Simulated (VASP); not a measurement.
# AlCu3 (P4mm) in VASP: single point with r2SCAN

Aim: the single point of AlCu3 with r2SCAN.

Program: VASP 6.6.1. These are calculated values, not measurements. Logs are shortened: lines on timing, memory, paths and dates and some standing lists are left out, and cuts for length are marked.

**1. The cell of the first run**

Symmetry: P4mm, No. 99, tetragonal system. The conventional cell has a = 3.642 Å, b = 3.642 Å, c = 3.642 Å, α = 90.00°, β = 90.00°, γ = 90.00°. Al (site symmetry 4mm) has 12 Cu at 2.56 to 2.59 Å within 3.4 Å. Within 3.3 Å of Cu (site symmetry 2mm) lie 8 Cu at 2.50 to 2.65 Å and 4 Al at 2.56 to 2.59 Å. Cu (site symmetry 4mm) has 8 Cu at 2.50 to 2.65 Å and 4 Al at 2.58 Å within 3.3 Å.

**2. Single point, r2SCAN (atoms displaced along a vibrational mode)**

Contents of POSCAR:

```
AlCu3
1.0
    3.6418163332      0.0000000000      0.0000000000
    0.0000000000      3.6418163332      0.0000000000
    0.0000000000      0.0000000000      3.6418163332
Al Cu
1 3
Direct
    0.0130276850      0.0000000000      0.0000000000
    0.5075312917      0.5000000000      0.0000000000
    0.5075312917      0.0000000000      0.5000000000
   -0.0205941193      0.5000000000      0.5000000000
```

Contents of INCAR.step1:

```
PREC     = Accurate       # precision mode
ENCUT    = 520            # plane-wave cutoff, eV
ISMEAR   = 0              # smearing method
SIGMA    = 0.15           # smearing width, eV
LREAL    = F              # projectors in reciprocal space
LASPH    = T              # aspherical terms in the spheres
NELM     = 100            # most SCF steps
NBANDS   = 26             # bands
GGA      = PE             # functional
ALGO     = Normal         # electronic algorithm
EDIFF    = 1E-4           # SCF threshold, eV
LWAVE    = T              # write WAVECAR
LCHARG   = F              # write CHGCAR
```

Contents of INCAR.step2:

```
PREC     = Accurate       # precision mode
ENCUT    = 520            # plane-wave cutoff, eV
EDIFF    = 1E-7           # SCF threshold, eV
ISMEAR   = 0              # smearing method
SIGMA    = 0.15           # smearing width, eV
LREAL    = F              # projectors in reciprocal space
LASPH    = T              # aspherical terms in the spheres
NELM     = 100            # most SCF steps
ALGO     = Normal         # electronic algorithm
ISIF     = 2              # what is computed and relaxed
LWAVE    = F              # write WAVECAR
LCHARG   = F              # write CHGCAR
METAGGA  = R2SCAN         # meta-GGA
LMIXTAU  = T            
NBANDS   = 26             # bands
ISTART   = 1
```

Contents of KPOINTS:

```
Automatic mesh
0
Gamma
  14 14 14
```

Potentials or basis: VASP PAW PBE potentials, release 64 (Al, Cu).

On the command line:

```
$ cat potpaw_PBE.64/Al/POTCAR potpaw_PBE.64/Cu/POTCAR > POTCAR
$ cp INCAR.step1 INCAR
$ mpirun -np 1 vasp_std > vasp.out
$ cp INCAR.step2 INCAR
$ mpirun -np 1 vasp_std > vasp.out
```

OUTCAR:

```text
PREC = Accurate
   ENCUT = 520
   EDIFF = 1E-7
   ISMEAR = 0
   LREAL = F
   LASPH = T
   NELM = 100
   ISIF = 2
   METAGGA = R2SCAN
   ISTART = 1

 ion  position               nearest neighbor table
   1  0.013  0.000  0.000-   2 2.56   3 2.56   3 2.56   2 2.56   4 2.58   4 2.58   4 2.58   4 2.58
                             2 2.59   3 2.59   3 2.59   2 2.59
   2  0.508  0.500  0.000-   4 2.50   4 2.50   1 2.56   1 2.56   3 2.58   3 2.58   3 2.58   3 2.58
                             1 2.59   1 2.59   4 2.65   4 2.65
   3  0.508  0.000  0.500-   4 2.50   4 2.50   1 2.56   1 2.56   2 2.58   2 2.58   2 2.58   2 2.58
                             1 2.59   1 2.59   4 2.65   4 2.65
   4  0.979  0.500  0.500-   2 2.50   3 2.50   2 2.50   3 2.50   1 2.58   1 2.58   1 2.58   1 2.58
                             2 2.65   3 2.65   2 2.65   3 2.65

  LATTYP: Found a simple cubic cell.
 ALAT       =     3.6418163332

  Lattice vectors:

 A1 = (   3.6418163332,   0.0000000000,   0.0000000000)
 A2 = (   0.0000000000,   3.6418163332,   0.0000000000)
 A3 = (   0.0000000000,   0.0000000000,   3.6418163332)

Analysis of symmetry for initial positions (statically):
=====================================================================
 Subroutine PRICEL returns:
 Original cell was already a primitive cell.

 Routine SETGRP: Setting up the symmetry group for a
 simple cubic supercell.

 Subroutine GETGRP returns: Found  8 space group operations
 (whereof  8 operations were pure point group operations)
 out of a pool of 48 trial point group operations.

The static configuration has the point symmetry C_4v.

Analysis of symmetry for dynamics (positions and initial velocities):
=====================================================================
 Subroutine PRICEL returns:
 Original cell was already a primitive cell.

 Routine SETGRP: Setting up the symmetry group for a
 simple cubic supercell.

 Subroutine GETGRP returns: Found  8 space group operations
 (whereof  8 operations were pure point group operations)
 out of a pool of 48 trial point group operations.

The dynamic configuration has the point symmetry C_4v.

 Subroutine INISYM returns: Found  8 space group operations
 (whereof  8 operations are pure point group operations),
 and found     1 'primitive' translations

----------------------------------------------------------------------------------------

                                     Primitive cell

  volume of cell :      48.3008

  direct lattice vectors                    reciprocal lattice vectors
     3.641816333  0.000000000  0.000000000     0.274588257  0.000000000  0.000000000
     0.000000000  3.641816333  0.000000000     0.000000000  0.274588257  0.000000000
     0.000000000  0.000000000  3.641816333     0.000000000  0.000000000  0.274588257

  length of vectors
     3.641816333  3.641816333  3.641816333     0.274588257  0.274588257  0.274588257

  position of ions in fractional coordinates (direct lattice)
     0.013027685  0.000000000  0.000000000
     0.507531292  0.500000000  0.000000000
     0.507531292  0.000000000  0.500000000
     0.979405881  0.500000000  0.500000000

  ion indices of the primitive-cell ions
   primitive index   ion index
                 1           1
                 2           2
                 3           3
                 4           4

----------------------------------------------------------------------------------------

 KPOINTS: Automatic mesh

Automatic generation of k-mesh.
 Grid dimensions read from file:
 generate k-points for:   14   14   14

 Generating k-lattice:

  Cartesian coordinates                     Fractional coordinates (reciprocal lattice)
     0.019613447  0.000000000  0.000000000     0.071428571  0.000000000  0.000000000
     0.000000000  0.019613447  0.000000000     0.000000000  0.071428571  0.000000000
     0.000000000  0.000000000  0.019613447     0.000000000  0.000000000  0.071428571

  Length of vectors
     0.019613447  0.019613447  0.019613447

  Shift w.r.t. Gamma in fractional coordinates (k-lattice)
     0.000000000  0.000000000  0.000000000

 Subroutine IBZKPT returns following result:
 ===========================================

 Found    288 irreducible k-points:

 Following reciprocal coordinates:
            Coordinates               Weight
  0.000000  0.000000  0.000000      1.000000
  0.071429  0.000000  0.000000      2.000000
  0.000000  0.071429  0.000000      4.000000
  0.142857  0.000000  0.000000      2.000000
  0.000000  0.142857  0.000000      4.000000
  0.214286  0.000000  0.000000      2.000000
[... 16 lines left out ...]
  0.071429  0.000000  0.214286      8.000000
  0.285714  0.071429  0.000000      8.000000
 [... further k-points ...]
   k-points           NKPTS =    288   k-points in BZ     NKDIM =    288   number of bands    NBANDS=     26
   number of dos      NEDOS =    301   number of ions     NIONS =      4
   total plane-waves  NPLWV =  21952
   dimension x,y,z NGX =    28 NGY =   28 NGZ =   28
   dimension x,y,z NGXF=    56 NGYF=   56 NGZF=   56
   ions per type =               1   3
   NGX,Y,Z   is equivalent  to a cutoff of  12.78, 12.78, 12.78 a.u.
   NGXF,Y,Z  is equivalent  to a cutoff of  25.56, 25.56, 25.56 a.u.
 SYSTEM =  unknown system
   PREC   = accura    normal or accurate (medium, high low for compatibility)
   ISTART =      1    job   : 0-new  1-cont  2-samecut
   ICHARG =      0    charge: 1-file 2-atom 10-const
   ISPIN  =      1    spin polarized calculation?
   LNONCOLLINEAR =      F non collinear calculations
   LSORBIT =      F    spin-orbit coupling
   LASPH  =      T    aspherical Exc in radial PAW
   ENCUT  =  520.0 eV  38.22 Ry    6.18 a.u.   6.77  6.77  6.77*2*pi/ulx,y,z
   NELM   =    100;   NELMIN=  2; NELMDL=  0     # of ELM steps
   EDIFF  = 0.1E-06   stopping-criterion for ELM
   LREAL  =      F    real-space projection
   EDIFFG = 0.1E-05   stopping-criterion for IOM
   NSW    =      0    number of steps for IOM
   IBRION =     -1    ionic relax: 0-MD 1-quasi-New 2-CG
   NFREE  =      0    steps in history (QN), initial steepest desc. (CG)
   ISIF   =      2    stress and relaxation
   ISYM   =      2    0-nonsym 1-usesym 2-fastsym
   POTIM  = 0.5000    time-step for ionic-motion
   TEBEG  =    0.0;   TEEND  =   0.0 temperature during run
   PSTRESS=    0.0 pullay stress
   NELECT =      36.0000    total number of electrons
   NUPDOWN=      -1.0000    fix difference up-down
   EMIN   =  10.00;   EMAX   =-10.00  energy-range for DOS
   EFERMI =   0.00;   METHOD = LEGACY
   ISMEAR =     0;   SIGMA  =   0.15  broadening in eV -4-tet -1-fermi 0-gaus
   EFERMI_NEDOS =   21; number of points for ismear=-14 and -15
   IALGO  =     38    algorithm
   IMIX   =      4    mixing-type and parameters
     AMIX     =   0.40;   BMIX     =  1.00
     AMIX_MAG =   1.60;   BMIX_MAG =  1.00
  volume/ion in A,a.u.               =      12.08        81.49
  Fermi-wavevector in a.u.,A,eV,Ry     =   1.484309  2.804937 29.975987  2.203173
  Thomas-Fermi vector in A             =   2.597862
   LORBIT       =      0    0 simple, 1 ext, 2 COOP (PROOUT), +10 PAW based schemes
   METAGGA = R2SCAN    functional components
   LHFCALC =     F    Hartree Fock is set to
   AEXX    =    0.0000 exact exchange contribution
   IVDW    =     0    specifies the selected vdW correction
   LEPSILON=     F    determine dielectric tensor
   LRPA    =     F    only Hartree local field effects (RPA)
 non-spin polarized calculation
 Gauss-broadening in eV      SIGMA  =   0.15
  energy-cutoff  :      520.00
  volume of cell :       48.30
 maximum number of plane-waves:      1332
 NGX is ok and might be reduce to    28
   NGX = 13   NGY = 13   NGZ = 13

 number of electron      36.0000000 magnetization

 Free energy of the ion-electron system (eV)
  ---------------------------------------------------
  ext. energy  EPLUGINS =         0.00000000
  ---------------------------------------------------
  free energy    TOTEN  =       -39.94041656 eV

  energy without entropy =      -39.92705921  energy(sigma->0) =      -39.93373788

 E-fermi :   8.5164     XC(G=0): -13.3331

 val. band max:        8.5135973298   @ k =   0.0714   0.5000   0.2857
 cond. band min:       8.5173438505   @ k =   0.2857   0.0000   0.5000
 fundamental gap:      0.0037465207
 Fermi energy:         8.5163775626

 k-point     1 :       0.0000    0.0000    0.0000
  band No.  band energies     occupation
      1      -2.6329      2.00000
      2       2.9350      2.00000
      3       3.5066      2.00000
      4       3.5075      2.00000
      5       3.8038      2.00000
      6       3.8116      2.00000
[... 18 lines left out ...]
     25      19.7831      0.00000
     26      21.0421      0.00000

 k-point     2 :       0.0714    0.0000    0.0000
  band No.  band energies     occupation
      1      -2.5709      2.00000
      2       2.9517      2.00000
      3       3.4789      2.00000
      4       3.5399      2.00000
      5       3.8158      2.00000
      6       3.8197      2.00000
[... 18 lines left out ...]
     25      19.5527      0.00000
     26      20.6125      0.00000

 k-point     3 :       0.0000    0.0714    0.0000
  band No.  band energies     occupation
      1      -2.5709      2.00000
      2       2.9520      2.00000
      3       3.4795      2.00000
      4       3.5392      2.00000
      5       3.8113      2.00000
      6       3.8202      2.00000
[... 18 lines left out ...]
     25      19.4969      0.00000
     26      20.5368      0.00000

 k-point     4 :       0.1429    0.0000    0.0000
  band No.  band energies     occupation
      1      -2.3857      2.00000
      2       2.9826      2.00000
      3       3.3943      2.00000
      4       3.6343      2.00000
      5       3.8431      2.00000
      6       3.8431      2.00000
[... 18 lines left out ...]
     25      18.9850      0.00000
     26      19.9144      0.00000
[... 496 lines left out ...]
      1      -2.0191      2.00000
      2       2.9309      2.00000
      3       3.3320      2.00000
      4       3.7635      2.00000
      5       3.8591      2.00000
      6       3.8790      2.00000
[... 18 lines left out ...]
     25      18.5791      0.00000
     26      19.5646      0.00000

 k-point    23 :       0.0714    0.0000    0.2143
  band No.  band energies     occupation
      1      -2.0191      2.00000
      2       2.9308      2.00000
      3       3.3319      2.00000
      4       3.7647      2.00000
      5       3.8522      2.00000
      6       3.8884      2.00000
[... 18 lines left out ...]
     25      18.5857      0.00000
     26      19.5945      0.00000

 k-point    24 :       0.2857    0.0714    0.0000
  band No.  band energies     occupation
      1      -1.5989      2.00000
      2       2.5307      2.00000
      3       3.3920      2.00000
      4       3.8975      2.00000
      5       3.8995      2.00000
      6       3.9732      2.00000
[... 18 lines left out ...]
     25      18.5804      0.00000
     26      19.0342      0.00000

 [... further k-points ...]

------------------------ aborting loop because EDIFF is reached ----------------------------------------

  FORCE on cell =-STRESS in cart. coord.  units (eV):
  Direction    XX          YY          ZZ          XY          YZ          ZX
  --------------------------------------------------------------------------------------
  -------------------------------------------------------------------------------------
  Total        0.2092805      0.2473660      0.2473660      0.0000000      0.0000000      0.0000000
  in kB        6.9420093      8.2053394      8.2053394      0.0000000      0.0000000      0.0000000
  external PRESSURE =       7.7842294 kB  Pullay stress =       0.0000000 kB

 VOLUME and BASIS-vectors are now :
 -----------------------------------------------------------------------------
  energy-cutoff  :      520.00
  volume of cell :       48.30
      direct lattice vectors                 reciprocal lattice vectors
     3.641816333  0.000000000  0.000000000     0.274588257  0.000000000  0.000000000
     0.000000000  3.641816333  0.000000000     0.000000000  0.274588257  0.000000000
     0.000000000  0.000000000  3.641816333     0.000000000  0.000000000  0.274588257

 POSITION                                       TOTAL-FORCE (eV/Angst)
 -----------------------------------------------------------------------------------
      0.04744      0.00000      0.00000        -0.186393      0.000000     -0.000000
      1.84834      1.82091      0.00000        -0.255975      0.000000     -0.000000
      1.84834      0.00000      1.82091        -0.255975      0.000000      0.000000
      3.56682      1.82091      1.82091         0.698343     -0.000000      0.000000
 -----------------------------------------------------------------------------------
    total drift:                                0.001344     -0.000000      0.000002

  FREE ENERGIE OF THE ION-ELECTRON SYSTEM (eV)
  ---------------------------------------------------
  free  energy   TOTEN  =       -39.9404165592 eV

  energy  without entropy=      -39.9270592095  energy(sigma->0) =      -39.93373788
```

Run time: 37 min. Hardware: 1 thread of Oxide Virtual Turin-like, shared host; peak memory 0.37 GiB.

What came out:

- Free energy: -39.9404 eV
- Pressure: 0.8 GPa
- Largest force: 0.698 eV/Å
- Band gap on the k mesh: zero (bands 18 and 19 overlap by 5.84 eV)

Forces on the atoms (eV/Å):
```
Al  -0.186  0.000  0.000
Cu  -0.256  0.000  0.000
Cu  -0.256  0.000  0.000
Cu   0.698  0.000  0.000
```

Levels at points of the mesh, in eV from the Fermi level:
```tsv
k point	band 14	band 15	band 16	band 17	band 18	band 19	band 20	band 21	band 22	band 23
(0.00, 0.00, 0.00)	-2.16	-2.16	-2.15	-0.30	-0.30	-0.26	4.53	4.56	5.49	11.21
(0.50, 0.00, 0.00)	-3.01	-2.99	-2.62	-2.15	3.88	3.88	4.17	4.17	4.89	6.54
(0.00, 0.50, 0.00)	-2.99	-2.98	-2.62	-2.15	3.91	3.95	4.10	4.12	4.94	6.57
(0.50, 0.50, 0.00)	-2.96	-2.95	-2.84	-2.44	-1.28	-1.28	6.58	6.73	6.78	7.50
(0.00, 0.50, 0.50)	-2.98	-2.96	-2.80	-2.42	-1.29	-1.29	6.66	6.67	6.67	7.48
(0.50, 0.50, 0.50)	-3.05	-2.92	-2.33	-2.33	-2.32	-1.46	1.50	1.88	1.88	1.89
```

Caveat: the cell differs from its parent crystal (atoms displaced along a vibrational mode); the PAW data sets were made with another functional, which shifts forces and pressure a little.
